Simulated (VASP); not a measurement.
# AlNi (Pm-3m) in VASP: single point with PBE

Aim: the single point of AlNi with PBE.

Program: VASP 6.6.1. These are calculated values, not measurements. Logs are shortened: lines on timing, memory, paths and dates and some standing lists are left out, and cuts for length are marked.

### 1 The cell of the first run

It takes space group Pm-3m (No. 221, cubic). Conventional cell: a = 2.881 Å, b = 2.881 Å, c = 2.881 Å, α = 90.00°, β = 90.00°, γ = 90.00°. Within 3.3 Å of Al (site symmetry m-3m) lie 8 Ni at 2.50 Å and 6 Al at 2.88 Å. Ni (site symmetry m-3m) has 8 Al at 2.50 Å and 6 Ni at 2.88 Å within 3.3 Å.

### 2 Single point, PBE, collinear spin, ferromagnetic start

INCAR

```
PREC = Accurate
ENCUT = 520
EDIFF = 1E-6
ISMEAR = 0
SIGMA = 0.1
LREAL = F
LASPH = T
NELM = 150
ALGO = Normal
ISIF = 2
LWAVE = F
LCHARG = T
ISPIN = 2
MAGMOM = 0 2
LORBIT = 11
LMAXMIX = 4
GGA = PE
LELF = T
LVHAR = T
NBANDS = 18
```

KPOINTS

```
Automatic mesh
0
Gamma
  5 5 5
  0.5 0.5 0.5
```

POSCAR

```
AlNi
1.0
    2.8810000000      0.0000000000      0.0000000000
    0.0000000000      2.8810000000      0.0000000000
    0.0000000000      0.0000000000      2.8810000000
Al Ni
1 1
Direct
    0.0000000000      0.0000000000      0.0000000000
    0.5000000000      0.5000000000      0.5000000000
```

Potentials or basis: VASP PAW PBE potentials, release 64 (Al, Ni).

On the command line:

```console
> cat potpaw_PBE.64/Al/POTCAR potpaw_PBE.64/Ni/POTCAR > POTCAR
> mpirun -np 1 vasp_std > vasp.out
```

OUTCAR:

```text
PREC = Accurate
   ENCUT = 520
   EDIFF = 1E-6
   ISMEAR = 0
   LREAL = F
   LASPH = T
   NELM = 150
   ISIF = 2
   ISPIN = 2
   LORBIT = 11
   GGA = PE

 ion  position               nearest neighbor table
   1  0.000  0.000  0.000-   2 2.50   2 2.50   2 2.50   2 2.50   2 2.50   2 2.50   2 2.50   2 2.50

   2  0.500  0.500  0.500-   1 2.50   1 2.50   1 2.50   1 2.50   1 2.50   1 2.50   1 2.50   1 2.50

  LATTYP: Found a simple cubic cell.
 ALAT       =     2.8810000000

  Lattice vectors:

 A1 = (   2.8810000000,   0.0000000000,   0.0000000000)
 A2 = (   0.0000000000,   2.8810000000,   0.0000000000)
 A3 = (   0.0000000000,   0.0000000000,   2.8810000000)

Analysis of symmetry for initial positions (statically):
=====================================================================
 Subroutine PRICEL returns:
 Original cell was already a primitive cell.

 Routine SETGRP: Setting up the symmetry group for a
 simple cubic supercell.

 Subroutine GETGRP returns: Found 48 space group operations
 (whereof 48 operations were pure point group operations)
 out of a pool of 48 trial point group operations.

The static configuration has the point symmetry O_h .

Analysis of symmetry for dynamics (positions and initial velocities):
=====================================================================
 Subroutine PRICEL returns:
 Original cell was already a primitive cell.

 Routine SETGRP: Setting up the symmetry group for a
 simple cubic supercell.

 Subroutine GETGRP returns: Found 48 space group operations
 (whereof 48 operations were pure point group operations)
 out of a pool of 48 trial point group operations.

The dynamic configuration has the point symmetry O_h .

Analysis of structural, dynamic, and magnetic symmetry:
=====================================================================
 Subroutine PRICEL returns:
 Original cell was already a primitive cell.

 Routine SETGRP: Setting up the symmetry group for a
 simple cubic supercell.

 Subroutine GETGRP returns: Found 48 space group operations
 (whereof 48 operations were pure point group operations)
 out of a pool of 48 trial point group operations.

The overall configuration has the point symmetry O_h .

 Subroutine INISYM returns: Found 48 space group operations
 (whereof 48 operations are pure point group operations),
 and found     1 'primitive' translations

----------------------------------------------------------------------------------------

                                     Primitive cell

  volume of cell :      23.9128

  direct lattice vectors                    reciprocal lattice vectors
     2.881000000  0.000000000  0.000000000     0.347101701  0.000000000  0.000000000
     0.000000000  2.881000000  0.000000000     0.000000000  0.347101701  0.000000000
     0.000000000  0.000000000  2.881000000     0.000000000  0.000000000  0.347101701

  length of vectors
     2.881000000  2.881000000  2.881000000     0.347101701  0.347101701  0.347101701

  position of ions in fractional coordinates (direct lattice)
     0.000000000  0.000000000  0.000000000
     0.500000000  0.500000000  0.500000000

  ion indices of the primitive-cell ions
   primitive index   ion index
                 1           1
                 2           2

----------------------------------------------------------------------------------------

 KPOINTS: Automatic mesh

Automatic generation of k-mesh.
 Grid dimensions read from file:
 generate k-points for:    5    5    5

 Generating k-lattice:

  Cartesian coordinates                     Fractional coordinates (reciprocal lattice)
     0.069420340  0.000000000  0.000000000     0.200000000  0.000000000  0.000000000
     0.000000000  0.069420340  0.000000000     0.000000000  0.200000000  0.000000000
     0.000000000  0.000000000  0.069420340     0.000000000  0.000000000  0.200000000

  Length of vectors
     0.069420340  0.069420340  0.069420340

  Shift w.r.t. Gamma in fractional coordinates (k-lattice)
     0.500000000  0.500000000  0.500000000

 Subroutine IBZKPT returns following result:
 ===========================================

 Found     10 irreducible k-points:

 Following reciprocal coordinates:
            Coordinates               Weight
  0.100000  0.100000  0.100000      8.000000
  0.300000  0.100000  0.100000     24.000000
  0.500000  0.100000  0.100000     12.000000
  0.300000  0.300000  0.100000     24.000000
  0.500000  0.300000  0.100000     24.000000
  0.500000  0.500000  0.100000      6.000000
  0.300000  0.300000  0.300000      8.000000
  0.500000  0.300000  0.300000     12.000000
  0.500000  0.500000  0.300000      6.000000
  0.500000  0.500000  0.500000      1.000000
   k-points           NKPTS =     10   k-points in BZ     NKDIM =     10   number of bands    NBANDS=     18
   number of dos      NEDOS =    301   number of ions     NIONS =      2
   total plane-waves  NPLWV =  13824
   dimension x,y,z NGX =    24 NGY =   24 NGZ =   24
   dimension x,y,z NGXF=    48 NGYF=   48 NGZF=   48
   ions per type =               1   1
   NGX,Y,Z   is equivalent  to a cutoff of  13.85, 13.85, 13.85 a.u.
   NGXF,Y,Z  is equivalent  to a cutoff of  27.70, 27.70, 27.70 a.u.
 SYSTEM =  unknown system
   PREC   = accura    normal or accurate (medium, high low for compatibility)
   ISTART =      0    job   : 0-new  1-cont  2-samecut
   ICHARG =      2    charge: 1-file 2-atom 10-const
   ISPIN  =      2    spin polarized calculation?
   LNONCOLLINEAR =      F non collinear calculations
   LSORBIT =      F    spin-orbit coupling
   LASPH  =      T    aspherical Exc in radial PAW
   ENCUT  =  520.0 eV  38.22 Ry    6.18 a.u.   5.36  5.36  5.36*2*pi/ulx,y,z
   NELM   =    150;   NELMIN=  2; NELMDL= -5     # of ELM steps
   EDIFF  = 0.1E-05   stopping-criterion for ELM
   LREAL  =      F    real-space projection
   EDIFFG = 0.1E-04   stopping-criterion for IOM
   NSW    =      0    number of steps for IOM
   IBRION =     -1    ionic relax: 0-MD 1-quasi-New 2-CG
   NFREE  =      0    steps in history (QN), initial steepest desc. (CG)
   ISIF   =      2    stress and relaxation
   ISYM   =      2    0-nonsym 1-usesym 2-fastsym
   POTIM  = 0.5000    time-step for ionic-motion
   TEBEG  =    0.0;   TEEND  =   0.0 temperature during run
   PSTRESS=    0.0 pullay stress
   NELECT =      13.0000    total number of electrons
   NUPDOWN=      -1.0000    fix difference up-down
   EMIN   =  10.00;   EMAX   =-10.00  energy-range for DOS
   EFERMI =   0.00;   METHOD = LEGACY
   ISMEAR =     0;   SIGMA  =   0.10  broadening in eV -4-tet -1-fermi 0-gaus
   EFERMI_NEDOS =   21; number of points for ismear=-14 and -15
   IALGO  =     38    algorithm
   IMIX   =      4    mixing-type and parameters
     AMIX     =   0.40;   BMIX     =  1.00
     AMIX_MAG =   1.60;   BMIX_MAG =  1.00
  volume/ion in A,a.u.               =      11.96        80.69
  Fermi-wavevector in a.u.,A,eV,Ry     =   1.336122  2.524904 24.289410  1.785221
  Thomas-Fermi vector in A             =   2.464773
   LORBIT       =     11    0 simple, 1 ext, 2 COOP (PROOUT), +10 PAW based schemes
   GGA     = PE    functional components
   LHFCALC =     F    Hartree Fock is set to
   AEXX    =    0.0000 exact exchange contribution
   IVDW    =     0    specifies the selected vdW correction
   LEPSILON=     F    determine dielectric tensor
   LRPA    =     F    only Hartree local field effects (RPA)
 spin polarized calculation
 Gauss-broadening in eV      SIGMA  =   0.10
  energy-cutoff  :      520.00
  volume of cell :       23.91
 maximum number of plane-waves:       654
 NGX is ok and might be reduce to    24
   NGX = 11   NGY = 11   NGZ = 11

 number of electron      13.0000015 magnetization      -0.0015259

 number of electron      13.0000015 magnetization       0.0001004

 Free energy of the ion-electron system (eV)
  ---------------------------------------------------
  ext. energy  EPLUGINS =         0.00000000
  ---------------------------------------------------
  free energy    TOTEN  =       -10.48874856 eV

  energy without entropy =      -10.48035903  energy(sigma->0) =      -10.48455379

 E-fermi :  10.2991     XC(G=0): -12.0517

 val. band max:       10.1843072575   @ k =   0.5000   0.5000   0.3000
 cond. band min:      10.3660755639   @ k =   0.3000   0.1000   0.1000
 fundamental gap:      0.1817683064
 Fermi energy:        10.2990814244

 spin component 1

 k-point     1 :       0.1000    0.1000    0.1000
  band No.  band energies     occupation
      1      -0.5638      1.00000
      2       6.8049      1.00000
      3       6.8049      1.00000
      4       8.2414      1.00000
      5       8.2945      1.00000
      6       8.2945      1.00000
[... 10 lines left out ...]
     17      33.3777      0.00000
     18      33.9113      0.00000

 k-point     2 :       0.3000    0.1000    0.1000
  band No.  band energies     occupation
      1       0.8564      1.00000
      2       6.1572      1.00000
      3       7.0719      1.00000
      4       7.8441      1.00000
      5       7.9244      1.00000
      6       8.3442      1.00000
[... 10 lines left out ...]
     17      31.0547      0.00000
     18      35.3343      0.00000

 k-point     3 :       0.5000    0.1000    0.1000
  band No.  band energies     occupation
      1       3.3278      1.00000
      2       3.6050      1.00000
      3       7.3029      1.00000
      4       7.5455      1.00000
      5       7.8757      1.00000
      6       8.3814      1.00000
[... 118 lines left out ...]
 k-point     9 :       0.5000    0.5000    0.3000
  band No.  band energies     occupation
      1       5.4318      1.00000
      2       6.1432      1.00000
      3       6.1432      1.00000
      4       8.0096      1.00000
      5       8.9673      1.00000
      6      10.1842      0.94785
[... 10 lines left out ...]
     17      36.7738      0.00000
     18      41.6555      0.00000

 k-point    10 :       0.5000    0.5000    0.5000
  band No.  band energies     occupation
      1       5.8993      1.00000
      2       5.8993      1.00000
      3       5.8993      1.00000
      4       8.9774      1.00000
      5       8.9774      1.00000
      6      12.0285      0.00000
[... 10 lines left out ...]
     17      41.3364      0.00000
     18      41.3364      0.00000
 Fermi energy:        10.2990814244

 spin component 2

 k-point     1 :       0.1000    0.1000    0.1000
  band No.  band energies     occupation
      1      -0.5637      1.00000
      2       6.8048      1.00000
      3       6.8048      1.00000
      4       8.2416      1.00000
      5       8.2947      1.00000
      6       8.2947      1.00000
[... 10 lines left out ...]
     17      33.3778      0.00000
     18      33.9114      0.00000

 k-point     2 :       0.3000    0.1000    0.1000
  band No.  band energies     occupation
      1       0.8565      1.00000
      2       6.1573      1.00000
      3       7.0718      1.00000
      4       7.8442      1.00000
      5       7.9245      1.00000
      6       8.3443      1.00000
[... 10 lines left out ...]
     17      31.0547      0.00000
     18      35.3344      0.00000

 k-point     3 :       0.5000    0.1000    0.1000
  band No.  band energies     occupation
      1       3.3279      1.00000
      2       3.6051      1.00000
      3       7.3028      1.00000
      4       7.5456      1.00000
      5       7.8759      1.00000
      6       8.3815      1.00000
[... 118 lines left out ...]
 k-point     9 :       0.5000    0.5000    0.3000
  band No.  band energies     occupation
      1       5.4319      1.00000
      2       6.1433      1.00000
      3       6.1433      1.00000
      4       8.0095      1.00000
      5       8.9672      1.00000
      6      10.1843      0.94772
[... 10 lines left out ...]
     17      36.7739      0.00000
     18      41.6556      0.00000

 k-point    10 :       0.5000    0.5000    0.5000
  band No.  band energies     occupation
      1       5.8995      1.00000
      2       5.8995      1.00000
      3       5.8995      1.00000
      4       8.9773      1.00000
      5       8.9773      1.00000
      6      12.0286      0.00000
[... 10 lines left out ...]
     17      41.3364      0.00000
     18      41.3364      0.00000

------------------------ aborting loop because EDIFF is reached ----------------------------------------

  FORCE on cell =-STRESS in cart. coord.  units (eV):
  Direction    XX          YY          ZZ          XY          YZ          ZX
  --------------------------------------------------------------------------------------
  -------------------------------------------------------------------------------------
  Total        0.2061177      0.2061177      0.2061177      0.0000000     -0.0000000     -0.0000000
  in kB       13.8100749     13.8100749     13.8100749      0.0000000     -0.0000000     -0.0000000
  external PRESSURE =      13.8100749 kB  Pullay stress =       0.0000000 kB

 VOLUME and BASIS-vectors are now :
 -----------------------------------------------------------------------------
  energy-cutoff  :      520.00
  volume of cell :       23.91
      direct lattice vectors                 reciprocal lattice vectors
     2.881000000  0.000000000  0.000000000     0.347101701  0.000000000  0.000000000
     0.000000000  2.881000000  0.000000000     0.000000000  0.347101701  0.000000000
     0.000000000  0.000000000  2.881000000     0.000000000  0.000000000  0.347101701

 POSITION                                       TOTAL-FORCE (eV/Angst)
 -----------------------------------------------------------------------------------
      0.00000      0.00000      0.00000         0.000000      0.000000      0.000000
      1.44050      1.44050      1.44050         0.000000      0.000000      0.000000
 -----------------------------------------------------------------------------------
    total drift:                                0.000000      0.000000     -0.000000

  FREE ENERGIE OF THE ION-ELECTRON SYSTEM (eV)
  ---------------------------------------------------
  free  energy   TOTEN  =       -10.4887485609 eV

  energy  without entropy=      -10.4803590265  energy(sigma->0) =      -10.48455379

 total charge

# of ion       s       p       d       tot
------------------------------------------
    1        0.383   0.409   0.000   0.792
    2        0.470   0.532   8.460   9.461
--------------------------------------------------
tot          0.852   0.941   8.460  10.253

 magnetization (x)

# of ion       s       p       d       tot
------------------------------------------
    1        0.000   0.000   0.000   0.000
    2        0.000   0.000  -0.000   0.000
--------------------------------------------------
tot          0.000   0.000  -0.000   0.000
```

Run time: 7.9 s. Hardware: 1 thread of Intel Xeon 6975P-C, shared host; peak memory 0.15 GiB.

Results:

```yaml
Free_energy: -10.4887 eV
Pressure: 1.4 GPa
Net_moment: 0.00 μB per cell
Valence_electrons_inside_the_program's_atomic_spheres: Al 0.79; Ni 9.46
```

Caveat: the k points lie up to 0.44 Å⁻¹ apart; the starting moments collapsed, and a magnetic state may lie lower.
